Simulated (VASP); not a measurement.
# SiC (P6/mmm) in VASP: a series of runs

Runs on SiC. Level: PBE. Tasks: relaxation of cell and atoms, single point.

Program: VASP 6.6.1. These are calculated values, not measurements. Logs are shortened: lines on timing, memory, paths and dates and some standing lists are left out, and cuts for length are marked.

## (1) The cell of the first run

It takes space group P6/mmm (No. 191, hexagonal). The conventional cell has a = 5.969 Å, b = 5.969 Å, c = 3.739 Å, α = 90.00°, β = 90.00°, γ = 120.00°. Within 3.9 Å of Si (site symmetry mmm) lie 6 Si at 2.98 to 3.74 Å and 10 C at 2.98 to 3.88 Å. C (site symmetry 6/mmm) has 2 C at 1.25 Å within 1.7 Å. Within 1.7 Å of C (site symmetry 6mm) lie 2 C at 1.23 to 1.25 Å.

## (2) Relaxation of cell and atoms, PBE

Input file INCAR:

```
PREC = Accurate ; ENCUT = 600
EDIFF = 1E-6 ; ISMEAR = 0
SIGMA = 0.1 ; LREAL = False
LASPH = True ; NELM = 80
ALGO = Normal ; ISIF = 3
LWAVE = False ; LCHARG = False
GGA = PE ; IBRION = 2
NSW = 90 ; EDIFFG = -0.04
```

Input file KPOINTS:

```
regular mesh
0
Gamma
  3 3 6
```

Input file POSCAR:

```
SiC
1.0
    5.9685031704      0.0000000000      0.0000000000
   -2.9842515852      5.1688753681      0.0000000000
    0.0000000000      0.0000000000      3.7392842982
Si C
3 3
Direct
    0.5000000000      0.0000000000      0.5000000000
    0.0000000000      0.5000000000      0.5000000000
    0.5000000000      0.5000000000      0.5000000000
    0.0000000000      0.0000000000      0.5000000000
    0.0000000000      0.0000000000      0.8351820628
    0.0000000000      0.0000000000      0.1648179372
```

Potentials or basis: VASP PAW PBE potentials, release 64 (Si, C).

The run is started by

```bash
$ cat potpaw_PBE.64/Si/POTCAR potpaw_PBE.64/C/POTCAR > POTCAR
$ mpirun -np 1 vasp_std > vasp.out
```

OUTCAR:

```text
PREC = Accurate
   ENCUT = 600
   EDIFF = 1E-6
   ISMEAR = 0
   LREAL = False
   LASPH = True
   NELM = 80
   ISIF = 3
   GGA = PE
   IBRION = 2
   NSW = 90
   EDIFFG = -0.04

 ion  position               nearest neighbor table
   1  0.500  0.000  0.500-   2 2.98   3 2.98   3 2.98   2 2.98
   2  0.000  0.500  0.500-   1 2.98   1 2.98   3 2.98   3 2.98
   3  0.500  0.500  0.500-   1 2.98   1 2.98   2 2.98   2 2.98
   4  0.000  0.000  0.500-   5 1.25   6 1.25
   5  0.000  0.000  0.835-   6 1.23   4 1.25
   6  0.000  0.000  0.165-   5 1.23   4 1.25

  LATTYP: Found a hexagonal cell.
 ALAT       =     5.9685031704
 C/A-ratio  =     0.6265028587

  Lattice vectors:

 A1 = (   5.9685031704,   0.0000000000,   0.0000000000)
 A2 = (  -2.9842515852,   5.1688753681,   0.0000000000)
 A3 = (   0.0000000000,   0.0000000000,   3.7392842982)

Analysis of symmetry for initial positions (statically):
=====================================================================
 Subroutine PRICEL returns:
 Original cell was already a primitive cell.

 Routine SETGRP: Setting up the symmetry group for a
 hexagonal supercell.

 Subroutine GETGRP returns: Found 24 space group operations
 (whereof 24 operations were pure point group operations)
 out of a pool of 24 trial point group operations.

The static configuration has the point symmetry D_6h.

Analysis of symmetry for dynamics (positions and initial velocities):
=====================================================================
 Subroutine PRICEL returns:
 Original cell was already a primitive cell.

 Routine SETGRP: Setting up the symmetry group for a
 hexagonal supercell.

 Subroutine GETGRP returns: Found 24 space group operations
 (whereof 24 operations were pure point group operations)
 out of a pool of 24 trial point group operations.

The dynamic configuration has the point symmetry D_6h.

 Subroutine INISYM returns: Found 24 space group operations
 (whereof 24 operations are pure point group operations),
 and found     1 'primitive' translations

----------------------------------------------------------------------------------------

                                     Primitive cell

  volume of cell :     115.3586

  direct lattice vectors                    reciprocal lattice vectors
     5.968503170  0.000000000  0.000000000     0.167546196  0.096732841  0.000000000
    -2.984251585  5.168875368  0.000000000     0.000000000  0.193465682  0.000000000
     0.000000000  0.000000000  3.739284298     0.000000000  0.000000000  0.267430856

  length of vectors
     5.968503170  5.968503170  3.739284298     0.193465682  0.193465682  0.267430856

  position of ions in fractional coordinates (direct lattice)
     0.500000000  0.000000000  0.500000000
     0.000000000  0.500000000  0.500000000
     0.500000000  0.500000000  0.500000000
     0.000000000  0.000000000  0.500000000
     0.000000000  0.000000000  0.835182063
     0.000000000  0.000000000  0.164817937

  ion indices of the primitive-cell ions
   primitive index   ion index
                 1           1
                 2           2
                 3           3
                 4           4
                 5           5
                 6           6

----------------------------------------------------------------------------------------

 KPOINTS: regular mesh

Automatic generation of k-mesh.
 Grid dimensions read from file:
 generate k-points for:    3    3    6

 Generating k-lattice:

  Cartesian coordinates                     Fractional coordinates (reciprocal lattice)
     0.055848732  0.032244280  0.000000000     0.333333333  0.000000000  0.000000000
     0.000000000  0.064488561  0.000000000     0.000000000  0.333333333  0.000000000
     0.000000000  0.000000000  0.044571809     0.000000000  0.000000000  0.166666667

  Length of vectors
     0.064488561  0.064488561  0.044571809

  Shift w.r.t. Gamma in fractional coordinates (k-lattice)
     0.000000000  0.000000000  0.000000000

 Subroutine IBZKPT returns following result:
 ===========================================

 Found     12 irreducible k-points:

 Following reciprocal coordinates:
            Coordinates               Weight
  0.000000  0.000000  0.000000      1.000000
  0.333333 -0.000000  0.000000      6.000000
  0.333333  0.333333  0.000000      2.000000
  0.000000  0.000000  0.166667      2.000000
  0.333333 -0.000000  0.166667     12.000000
  0.333333  0.333333  0.166667      4.000000
  0.000000  0.000000  0.333333      2.000000
  0.333333 -0.000000  0.333333     12.000000
  0.333333  0.333333  0.333333      4.000000
  0.000000  0.000000  0.500000      1.000000
  0.333333 -0.000000  0.500000      6.000000
  0.333333  0.333333  0.500000      2.000000
   k-points           NKPTS =     12   k-points in BZ     NKDIM =     12   number of bands    NBANDS=     16
   number of dos      NEDOS =    301   number of ions     NIONS =      6
   total plane-waves  NPLWV =  69120
   dimension x,y,z NGX =    48 NGY =   48 NGZ =   30
   dimension x,y,z NGXF=    96 NGYF=   96 NGZF=   60
   ions per type =               3   3
   NGX,Y,Z   is equivalent  to a cutoff of  13.37, 13.37, 13.34 a.u.
   NGXF,Y,Z  is equivalent  to a cutoff of  26.74, 26.74, 26.68 a.u.
 SYSTEM =  unknown system
   PREC   = accura    normal or accurate (medium, high low for compatibility)
   ISTART =      0    job   : 0-new  1-cont  2-samecut
   ICHARG =      2    charge: 1-file 2-atom 10-const
   ISPIN  =      1    spin polarized calculation?
   LNONCOLLINEAR =      F non collinear calculations
   LSORBIT =      F    spin-orbit coupling
   LASPH  =      T    aspherical Exc in radial PAW
   ENCUT  =  600.0 eV  44.10 Ry    6.64 a.u.  11.92 11.92  7.47*2*pi/ulx,y,z
   NELM   =     80;   NELMIN=  2; NELMDL= -5     # of ELM steps
   EDIFF  = 0.1E-05   stopping-criterion for ELM
   LREAL  =      F    real-space projection
   EDIFFG = -.4E-01   stopping-criterion for IOM
   NSW    =     90    number of steps for IOM
   IBRION =      2    ionic relax: 0-MD 1-quasi-New 2-CG
   NFREE  =      1    steps in history (QN), initial steepest desc. (CG)
   ISIF   =      3    stress and relaxation
   ISYM   =      2    0-nonsym 1-usesym 2-fastsym
   POTIM  = 0.5000    time-step for ionic-motion
   TEBEG  =    0.0;   TEEND  =   0.0 temperature during run
   PSTRESS=    0.0 pullay stress
   NELECT =      24.0000    total number of electrons
   NUPDOWN=      -1.0000    fix difference up-down
   EMIN   =  10.00;   EMAX   =-10.00  energy-range for DOS
   EFERMI =   0.00;   METHOD = LEGACY
   ISMEAR =     0;   SIGMA  =   0.10  broadening in eV -4-tet -1-fermi 0-gaus
   EFERMI_NEDOS =   21; number of points for ismear=-14 and -15
   IALGO  =     38    algorithm
   IMIX   =      4    mixing-type and parameters
     AMIX     =   0.40;   BMIX     =  1.00
     AMIX_MAG =   1.60;   BMIX_MAG =  1.00
  volume/ion in A,a.u.               =      19.23       129.75
  Fermi-wavevector in a.u.,A,eV,Ry     =   0.970053  1.833133 12.803108  0.941002
  Thomas-Fermi vector in A             =   2.100156
   LORBIT       =      0    0 simple, 1 ext, 2 COOP (PROOUT), +10 PAW based schemes
   GGA     = PE    functional components
   LHFCALC =     F    Hartree Fock is set to
   AEXX    =    0.0000 exact exchange contribution
   IVDW    =     0    specifies the selected vdW correction
   LEPSILON=     F    determine dielectric tensor
   LRPA    =     F    only Hartree local field effects (RPA)
 conjugate gradient relaxation of ions
 non-spin polarized calculation
 Gauss-broadening in eV      SIGMA  =   0.10
  energy-cutoff  :      600.00
  volume of cell :      115.36
 maximum number of plane-waves:      3888
 NGX is ok and might be reduce to    48
   NGX = 23   NGY = 23   NGZ = 15

--------------------------------------- Ionic step        1  -------------------------------------------

 number of electron      24.0000002 magnetization

 Free energy of the ion-electron system (eV)
  ---------------------------------------------------
  ext. energy  EPLUGINS =         0.00000000
  ---------------------------------------------------
  free energy    TOTEN  =       -34.50375815 eV

  energy without entropy =      -34.47550076  energy(sigma->0) =      -34.48962945

------------------------ aborting loop because EDIFF is reached ----------------------------------------

  FORCE on cell =-STRESS in cart. coord.  units (eV):
  Direction    XX          YY          ZZ          XY          YZ          ZX
  --------------------------------------------------------------------------------------
  -------------------------------------------------------------------------------------
  Total       -6.1376874     -6.1376874     11.9424556      0.0000000     -0.0000000      0.0000000
  in kB      -85.2443047    -85.2443047    165.8648051      0.0000000     -0.0000000      0.0000000
  external PRESSURE =      -1.5412681 kB  Pullay stress =       0.0000000 kB
[... 101 lines left out ...]
  FREE ENERGIE OF THE ION-ELECTRON SYSTEM (eV)
  ---------------------------------------------------
  free  energy   TOTEN  =       -34.9224435301 eV

  energy  without entropy=      -34.9000847183  energy(sigma->0) =      -34.91126412

 E-fermi :   4.0966     XC(G=0):  -9.1659

 val. band max:        4.0642788995   @ k =   0.0000   0.0000   0.0000
 cond. band min:       4.1065316899   @ k =   0.3333  -0.0000   0.3333
 fundamental gap:      0.0422527904
 Fermi energy:         4.0966139423

 k-point     1 :       0.0000    0.0000    0.0000
  band No.  band energies     occupation
      1     -13.2593      2.00000
      2      -8.4113      2.00000
      3      -7.9583      2.00000
      4      -5.3238      2.00000
      5      -3.2299      2.00000
      6      -3.2299      2.00000
[... 8 lines left out ...]
     15       6.9178      0.00000
     16       6.9178      0.00000
[... 192 lines left out ...]
  band No.  band energies     occupation
      1     -12.1698      2.00000
      2     -11.3583      2.00000
      3      -5.6468      2.00000
      4      -4.4326      2.00000
      5      -4.4326      2.00000
      6      -0.8144      2.00000
[... 8 lines left out ...]
     15       4.5783      0.00000
     16       5.2714      0.00000

[... ionic steps 4 to 9 ...]

--------------------------------------- Ionic step       10  -------------------------------------------

 number of electron      23.9999999 magnetization

------------------------ aborting loop because EDIFF is reached ----------------------------------------

  FORCE on cell =-STRESS in cart. coord.  units (eV):
  Direction    XX          YY          ZZ          XY          YZ          ZX
  --------------------------------------------------------------------------------------
  -------------------------------------------------------------------------------------
  Total        0.0471345      0.0471345     -0.3531450      0.0000000      0.0000000      0.0000000
  in kB        0.7782611      0.7782611     -5.8309471      0.0000000      0.0000000      0.0000000
  external PRESSURE =      -1.4248083 kB  Pullay stress =       0.0000000 kB
[... 65 lines left out ...]
  energy  without entropy=      -35.3594967950  energy(sigma->0) =      -35.36717887

--------------------------------------- Ionic step       12  -------------------------------------------

 number of electron      23.9999999 magnetization

 Free energy of the ion-electron system (eV)
  ---------------------------------------------------
  ext. energy  EPLUGINS =         0.00000000
  ---------------------------------------------------
  free energy    TOTEN  =       -35.37503123 eV

  energy without entropy =      -35.35973787  energy(sigma->0) =      -35.36738455

 E-fermi :   4.8353     XC(G=0):  -9.4890

 val. band max:        4.6422254330   @ k =   0.0000   0.0000   0.0000
 cond. band min:       4.8749802798   @ k =   0.3333  -0.0000   0.0000
 fundamental gap:      0.2327548468
 Fermi energy:         4.8352795142

 k-point     1 :       0.0000    0.0000    0.0000
  band No.  band energies     occupation
      1     -12.8384      2.00000
      2      -7.7455      2.00000
      3      -7.6970      2.00000
      4      -4.9198      2.00000
      5      -2.9376      2.00000
      6      -2.9376      2.00000
[... 8 lines left out ...]
     15       7.6121      0.00000
     16       7.6121      0.00000
[... 240 lines left out ...]
  FREE ENERGIE OF THE ION-ELECTRON SYSTEM (eV)
  ---------------------------------------------------
  free  energy   TOTEN  =       -35.3750312283 eV

  energy  without entropy=      -35.3597378706  energy(sigma->0) =      -35.36738455

 reached required accuracy - stopping structural energy minimisation
```

It took 2.4 min on 1 thread of Intel Xeon Platinum 8488C (Sapphire Rapids), shared host; peak memory 0.25 GiB.

What came out:

- Free energy: -35.3750 eV
- Relaxed volume: 16.18 Å³/atom
- Relaxed cell: a = 5.367 Å, b = 5.367 Å, c = 3.890 Å, α = 90.00°, β = 90.00°, γ = 120.00°
- Space group after relaxing (to 0.05 Å): P6/mmm (No. 191)
- Energy gained by relaxing: 145.2 meV/atom
- Ionic steps: 12
- Pressure after relaxing: -0.1 GPa
- Largest force after relaxing: 0.038 eV/Å
- Band gap on the k mesh: zero (band 12 reaches 4.93 eV, above the bottom of band 13 at 4.40 eV)

Forces in eV/Å, atoms in the order of the input:
```
Si   0.000  0.000  0.000
Si   0.000  0.000  0.000
Si   0.000  0.000  0.000
C    0.000  0.000  0.000
C    0.000  0.000 -0.038
C    0.000  0.000  0.038
```

Stress tensor (GPa, compression positive):
```
 0.04  0.00  0.00
 0.00  0.04  0.00
 0.00  0.00 -0.34
```

Step by step:
| step | energy change (eV) | largest force (eV/Å) | pressure (GPa) | volume (Å³) |
| --- | --- | --- | --- | --- |
| 1 | 0.0000 | 0.4456 | -0.15 | 115.36 |
| 2 | -0.1233 | 1.1845 | -12.05 | 114.26 |
| 3 | -0.4187 | 1.1181 | -7.07 | 114.99 |
| 4 | -0.6261 | 4.9644 | -3.72 | 102.53 |
| 5 | -0.6442 | 3.5861 | -5.00 | 105.65 |
| 6 | -0.8242 | 1.9043 | -2.44 | 100.43 |
| 7 | -0.8677 | 0.7021 | -0.27 | 97.06 |
| 8 | -0.8688 | 0.4527 | 0.19 | 96.42 |
| 9 | -0.8711 | 0.0371 | -0.10 | 96.95 |
| 10 | -0.8711 | 0.0309 | -0.14 | 97.03 |
| 11 | -0.8711 | 0.0410 | -0.15 | 97.05 |
| 12 | -0.8713 | 0.0382 | -0.08 | 97.06 |

Final structure:
```
Si C
1.0
     5.36732    0.00000    0.00000
    -2.68366    4.64823    0.00000
     0.00000    0.00000    3.89047
Si C
3 3
Direct
  0.50000 0.00000 0.50000
  0.00000 0.50000 0.50000
  0.50000 0.50000 0.50000
  0.00000 0.00000 0.50000
  0.00000 0.00000 0.83747
  0.00000 0.00000 0.16253
```

Levels at points of the mesh, in eV from the Fermi level:
| k point | band 9 | band 10 | band 11 | band 12 | band 13 | band 14 | band 15 | band 16 |
| --- | --- | --- | --- | --- | --- | --- | --- | --- |
| (0.00, 0.00, 0.00) | -4.76 | -0.28 | -0.19 | -0.19 | 2.07 | 2.07 | 2.78 | 2.78 |
| (0.00, 0.00, 0.50) | -4.38 | -4.36 | -4.36 | -3.24 | 0.83 | 0.83 | 1.76 | 1.76 |

Caveat: the k points lie up to 0.45 Å⁻¹ apart in the final cell; the volume moved by over 15 % at a fixed basis, so the end points are rough.

## (3) Single point, PBE, collinear spin, ferromagnetic start

This run uses another cell than the first one, of 15.56 Å³/atom, 0.809 times its volume.

Input file INCAR:

```
  PREC = Accurate
  ENCUT = 520
  EDIFF = 1E-6
  ISMEAR = 0
  SIGMA = 0.1
  LREAL = False
  LASPH = True
  NELM = 150
  ALGO = Normal
  ISIF = 2
  LWAVE = False
  LCHARG = False
  ISPIN = 2
  MAGMOM = 0 0 0 1 1 1
  LORBIT = 11
  GGA = PE
  NBANDS = 25
```

Input file KPOINTS:

```
Automatic mesh
0
Gamma
  6 6 2
```

Input file POSCAR:

```
SiC
1.0
    3.6979113000      0.0000000000      0.0000000000
   -1.8489556500      3.2024851300      0.0000000000
    0.0000000000      0.0000000000      7.8835595300
Si C
3 3
Direct
    0.5000000000      0.0000000000      0.5000000000
    0.0000000000      0.5000000000      0.5000000000
    0.5000000000      0.5000000000      0.5000000000
    0.0000000000      0.0000000000      0.5000000000
    0.0000000000      0.0000000000      0.8695536500
    0.0000000000      0.0000000000      0.1304463500
```

Potentials or basis: VASP PAW PBE potentials, release 64 (Si, C).

The run is started by

```bash
$ cat potpaw_PBE.64/Si/POTCAR potpaw_PBE.64/C/POTCAR > POTCAR
$ mpirun -np 1 vasp_std > vasp.out
```

It took 58 s on 1 thread of Intel Xeon Platinum 8488C (Sapphire Rapids), shared host; peak memory 0.25 GiB.

Results (log left out):

```
Free energy                                           : -13.5029 eV
Pressure                                              : 63.9 GPa
Largest force                                         : 5.616 eV/Å
Net moment                                            : 0.70 μB per cell
Site moments                                          : Si -0.00; C +0.01, +0.17 μB
Valence electrons inside the program's atomic spheres : Si 2.24; C 2.63, 1.98
```

Forces on the atoms (eV/Å):
```
Si   0.000  0.000  0.000
Si   0.000  0.000  0.000
Si   0.000  0.000  0.000
C    0.000  0.000  0.000
C    0.000  0.000  5.616
C    0.000  0.000 -5.616
```

Stress tensor (GPa, compression positive):
```
105.48   0.00   0.00
  0.00 105.48   0.00
  0.00   0.00 -19.39
```

Levels at points of the mesh, in eV from the Fermi level:
Spin up:
```csv
k point,band 10,band 11,band 12,band 13,band 14,band 15
"(0.00, 0.00, 0.00)",-2.33,-1.78,0.37,0.37,1.59,1.84
"(0.50, 0.00, 0.00)",-1.69,-1.10,-0.04,0.29,0.74,1.27
"(0.00, 0.00, 0.50)",-2.33,-0.79,0.33,0.33,1.59,1.92
"(0.50, 0.00, 0.50)",-1.29,-0.45,-0.14,0.11,0.34,1.57
```
Spin down:
| k point | band 9 | band 10 | band 11 | band 12 | band 13 | band 14 |
| --- | --- | --- | --- | --- | --- | --- |
| (0.00, 0.00, 0.00) | -2.33 | -2.33 | -1.64 | 1.01 | 1.01 | 1.62 |
| (0.50, 0.00, 0.00) | -3.11 | -1.20 | -0.94 | 0.30 | 0.57 | 1.29 |
| (0.00, 0.00, 0.50) | -2.33 | -2.33 | -0.62 | 0.96 | 0.96 | 1.61 |
| (0.50, 0.00, 0.50) | -3.10 | -0.78 | -0.29 | 0.36 | 0.43 | 0.57 |

Caveat: the k points lie up to 0.40 Å⁻¹ apart; this functional lacks dispersion, which binds the layers, so the pressure and a relaxed spacing across them are unreliable; forces of over 1 eV/Å act on the atoms, so gaps and moduli don't describe the material at rest.

[end of part 1 of 2]
